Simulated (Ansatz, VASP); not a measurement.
# One calculation of Sc3Cu, two programs

The input INCAR:

```
ALGO = Normal
EDIFF = 1E-6
EDIFFG = -0.04
ENCUT = 600
GGA = PE
IBRION = 2
ISIF = 3
ISMEAR = 0
LASPH = True
LCHARG = False
LREAL = False
LWAVE = False
NELM = 80
NSW = 90
PREC = Accurate
SIGMA = 0.1
```

KPOINTS

```
k-points
0
Gamma
  4 4 4
```

The input POSCAR:

```
Sc3Cu
1.0
    0.0000000000      3.3968351400      3.3968351400
    3.3968351400      0.0000000000      3.3968351400
    3.3968351400      3.3968351400      0.0000000000
Sc Cu
3 1
Direct
    0.2500000000      0.2500000000      0.2500000000
    0.7500000000      0.7500000000      0.7500000000
    0.5000000000      0.5000000000      0.5000000000
    0.0000000000      0.0000000000      0.0000000000
```

Input for Ansatz:

```yaml
crystal:
  lattice:
    - [0.0, 3.39683514, 3.39683514]
    - [3.39683514, 0.0, 3.39683514]
    - [3.39683514, 3.39683514, 0.0]
  atoms:
    - { symbol: Sc, position: [0.25, 0.25, 0.25] }
    - { symbol: Sc, position: [0.75, 0.75, 0.75] }
    - { symbol: Sc, position: [0.5, 0.5, 0.5] }
    - { symbol: Cu, position: [0.0, 0.0, 0.0] }
basis:
  ecutwfc: 420
kpoints:
  mp_grid: { grid: [4, 4, 4] }
hamiltonian:
  xc: pbe
scf:
  occupations: { method: gaussian, width: 0.1 }
  lower_state_search: "off"
output:
  forces: true
  stress: true
  eigenvalues: true
relax:
  adjacent_minimum: "off"
  f_tol: 0.04
  max_steps: 70
  cell: { stress_tol: 0.4 }
```

Alike in both runs: task relaxation of cell and atoms; functional PBE; k mesh 4 × 4 × 4; occupations gaussian, width 0.1 eV; no spin polarisation.

|  | VASP | Ansatz |
| --- | --- | --- |
| version | VASP 6.6.1 | Ansatz 0.2.0 |
| potentials or method | VASP PAW PBE potentials, release 64 (Sc_sv, Cu), cutoff 600 eV | scalar-relativistic, plane waves, PAW |
| valence electrons in the cell | 44 | 52 |

|  | VASP | Ansatz | Ansatz less VASP |
| --- | --- | --- | --- |
| gap on the k mesh at the Fermi level, each at its own relaxed structure (eV) | none | none | - |
| relaxed volume (Å³/atom) | 20.67 | 20.62 | -0.047 |
| relaxed cell length with the largest relative difference (Å) | 4.890 | 4.886 | -0.0037 |

A gap of «none» marks a metal or a gap that the smearing closes. VASP's potentials hold 44 valence electrons a cell and Ansatz's 52, so a difference there can come from the potentials and not from the codes.

The k mesh is coarse, so the values compare programs but aren't converged.
